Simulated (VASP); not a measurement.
# InAg16: single point with PBE+D3(BJ)

Slab: InAg16, a slab with vacuum.

```
Ag In
1.0
     8.18000    0.00000    0.00000
     0.00000    5.78413    0.00000
     0.00000    0.00000   15.33810
Ag In
16 1
Cartesian
  2.0450 1.4460 1.0000
  6.1350 1.4460 1.0000
  2.0450 4.3381 1.0000
  6.1350 4.3381 1.0000
  -0.0346 -0.0795 2.3930
  4.1874 0.0167 2.4529
  0.0611 2.7927 2.2237
  4.2356 2.8591 2.6041
  1.7956 1.3898 3.9308
  6.3180 1.3545 3.8019
  1.7617 4.1685 4.1306
  6.0319 4.5587 4.0976
  -0.0259 0.0312 5.5658
  3.9475 -0.0756 5.1187
  -0.3064 2.9871 5.2655
  4.2450 2.7037 5.4777
  2.0205 1.6011 6.6639
```

```json
{
 "Program": "VASP 6.6.1",
 "Task": "single point",
 "Functional": "PBE",
 "Dispersion": "D3(BJ)",
 "Potentials or basis": "VASP PAW PBE potentials, release 64 (Ag, In_d)",
 "Cutoff": "520 eV",
 "k mesh": "2 × 3 × 1",
 "Occupations": "fermi-dirac, width 0.05 eV",
 "Spin": "no spin polarisation",
 "Dipole correction": "no",
 "Further INCAR settings": "LREAL = Auto; ALGO = Normal; EDIFF = 1e-06; NBANDS = 108"
}
```

```yaml
Largest_force: 1.521 eV/Å
Dispersion_energy_per_atom: -0.365 eV
```

Forces on the atoms (eV/Å):
```
Ag   0.517 -0.241  0.207
Ag  -0.083  0.049 -0.107
Ag   0.324  0.051  0.428
Ag  -0.050 -0.181  0.256
Ag   0.316 -0.268 -0.398
Ag  -0.799 -0.054 -0.861
Ag  -0.411  0.438  0.105
Ag  -0.618  0.197 -0.287
Ag   0.509 -0.152 -0.576
Ag  -0.368  0.931  0.433
Ag   0.952  0.451 -0.318
Ag   0.595 -1.384 -0.209
Ag  -0.341 -0.041 -0.010
Ag  -0.635  0.150  0.910
Ag  -0.097 -0.422  0.715
Ag   0.312  0.393 -0.391
In  -0.122  0.084  0.104
```

Levels at points of the mesh, in eV from the Fermi level:
```tsv
k point	band 92	band 93	band 94	band 95	band 96	band 97
(0.00, 0.00, 0.00)	-0.91	-0.22	-0.19	0.21	0.30	0.56
(0.50, 0.00, 0.00)	-0.13	-0.01	0.13	0.22	0.27	0.34
```

Wall time 5 min on 1 thread of Intel(R) Xeon(R) 6975P-C (Granite Rapids), with other jobs on the host, peak memory 0.8 GiB.

Caveat: the k points lie up to 0.38 Å⁻¹ apart; spin-orbit coupling is left out, which moves the levels of the heavy elements.
